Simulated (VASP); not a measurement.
Write the native input for VASP 6.6.1 that does the following.

```
Task                   : single point
Functional             : PBE
Potentials or basis    : VASP PAW PBE potentials, release 64 (Mn_pv, F)
Cutoff                 : 520 eV
k mesh                 : 6 × 6 × 8
Occupations            : gaussian, width 0.02 eV
Spin                   : collinear spin, ferromagnetic start
Starting moments       : [4.72, 4.72, 0.0, 0.0, 0.0, 0.0] μB
Hubbard terms          : Mn d U = 3.9 eV
Dipole correction      : no
Further INCAR settings : ALGO = Normal; EDIFF = 1e-07; NBANDS = 40
```

The structure of MnF2 lies in POSCAR:

```
MnF2
1.0
    4.9829021112      0.0000000000      0.0000000000
    0.0000000000      4.9829021112      0.0000000000
    0.0000000000      0.0000000000      3.3663351101
Mn F
2 4
Direct
    0.5000000000      0.5000000000      0.5000000000
    0.0000000000      0.0000000000      0.0000000000
    0.6945803448      0.6945803448      0.0000000000
    0.8054196552      0.1945803448      0.5000000000
    0.3054196552      0.3054196552      0.0000000000
    0.1945803448      0.8054196552      0.5000000000
```

One way to write it, as run:

INCAR

```
PREC     = Accurate       # precision mode
ENCUT    = 520            # plane-wave cutoff, eV
EDIFF    = 1E-7           # SCF threshold, eV
ISMEAR   = 0              # smearing method
SIGMA    = 0.02           # smearing width, eV
LREAL    = False          # projectors in reciprocal space
LASPH    = True           # aspherical terms in the spheres
NELM     = 150            # most SCF steps
ALGO     = Normal         # electronic algorithm
ISIF     = 2              # what is computed and relaxed
LWAVE    = False          # write WAVECAR
LCHARG   = True           # write CHGCAR
ISPIN    = 2              # spin polarisation
MAGMOM   = 4.72 4.72 0 0 0 0 # initial moments
LORBIT   = 11             # projections on sites
LMAXMIX  = 4              # l up to which the mixer works
LDAU     = True           # DFT+U
LDAUTYPE = 2            
LDAUL    = 2 -1           # shell
LDAUU    = 3.9 0          # U, eV
LDAUJ    = 0 0          
LDAUPRINT= 1            
GGA      = PE             # functional
LELF     = True           # ELF
LVHAR    = True         
NBANDS   = 40             # bands
```

KPOINTS

```
regular mesh
0
Gamma
  6 6 8
```

Potentials or basis: VASP PAW PBE potentials, release 64 (Mn_pv, F).

Run with:

```sh
$ cat potpaw_PBE.64/Mn_pv/POTCAR potpaw_PBE.64/F/POTCAR > POTCAR
$ mpirun -np 1 vasp_std > vasp.out
```

It gave:

The pressure is -0.9 GPa and the band gap on the k mesh is 2.51 eV. The net moment is 10.00 μB per cell, the site moments are Mn +4.70; F +0.05 μB and the valence electrons inside the program's atomic spheres are Mn 11.21; F 6.10.

Caveat: the run started ferromagnetic, and an antiferromagnetic order may lie lower in energy.

Run time: 6.3 min on 1 thread of Intel Xeon 8259CL (shared host), peak memory 0.38 GiB.
